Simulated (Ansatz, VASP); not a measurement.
Zn in VASP and in Ansatz

INCAR

```
SYSTEM = Zn
ALGO = Normal
EDIFF = 1E-6
ENCUT = 520
GGA = PE
ISIF = 2
ISMEAR = 0
LASPH = .True.
LCHARG = .False.
LREAL = .False.
LWAVE = .False.
NBANDS = 12
NELM = 100
PREC = Accurate
SIGMA = 0.15
```

Contents of KPOINTS:

```
k-points
0
Gamma
  20 20 20
  0 0 0
```

File POSCAR:

```
Zn
1.0
    0.0000000000      1.9647760000      2.0138954000
    1.9647760000      0.0000000000      2.0138954000
    1.9647760000      1.9647760000      0.0000000000
Zn
1
Direct
    0.0000000000      0.0000000000      0.0000000000
```

Input for Ansatz:

```yaml
crystal:
  lattice:
    - [0.0, 1.964776, 2.0138954]
    - [1.964776, 0.0, 2.0138954]
    - [1.964776, 1.964776, 0.0]
  atoms:
    - { symbol: Zn, position: [0.0, 0.0, 0.0] }
basis:
  ecutwfc: 420
kpoints:
  mp_grid: { grid: [20, 20, 20] }
hamiltonian:
  xc: pbe
scf:
  occupations: { method: gaussian, width: 0.15 }
output:
  forces: true
  stress: true
  eigenvalues: true
```

Change from the starting cell: strain +0.000 along x and y, +0.025 along z, atoms carried along.

Alike in both runs: task single point; functional PBE; k mesh 20 × 20 × 20; occupations gaussian, width 0.15 eV; no spin polarisation.

```csv
,VASP,Ansatz
version,VASP 6.6.1,Ansatz 0.2.0
potentials or method,"VASP PAW PBE potentials, release 64 (Zn), cutoff 520 eV","scalar-relativistic, plane waves, PAW"
valence electrons in the cell,12,12
```

VASP gave:

- gap on the k mesh at the Fermi level (eV): none
- pressure (GPa): -1.3
- traceless stress, the component that is largest in VASP (GPa): -1.41

Problem. Which values does Ansatz return?

Solution. gap on the k mesh at the Fermi level (eV): none; pressure (GPa): -1.6; traceless stress, the component that is largest in VASP (GPa): -1.40.

A gap of «none» marks a metal or a gap that the smearing closes.
